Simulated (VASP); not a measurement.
Input of a VASP 6.6.1 run:

INCAR

```
PREC = Accurate
ENCUT = 520
EDIFF = 1E-6
ISMEAR = -1
SIGMA = 0.1
LREAL = F
LASPH = T
NELM = 60
ALGO = Normal
ISIF = 2
LWAVE = F
LCHARG = T
GGA = B5
ALDAX = 1.0
AGGAX = 1.0
AGGAC = 1.0
ALDAC = 0.0
LELF = T
LVHAR = T
NBANDS = 8
```

File KPOINTS:

```
Automatic mesh
0
Gamma
  12 12 12
```

Contents of POSCAR:

```
Sb
1.0
    0.0000000000      2.5403514961      2.5403514961
    2.5403514961      0.0000000000      2.5403514961
    2.5403514961      2.5403514961      0.0000000000
Sb
1
Direct
    0.0000000000      0.0000000000      0.0000000000
```

Potentials or basis: VASP PAW PBE potentials, release 64 (Sb).

Launch:

```console
$ cat potpaw_PBE.64/Sb/POTCAR > POTCAR
$ mpirun -np 1 vasp_std > vasp.out
```

Task: What does it give for the pressure?

Result: -2.7 GPa.

Caveat: the PAW data sets were made with another functional, which shifts forces and pressure a little.
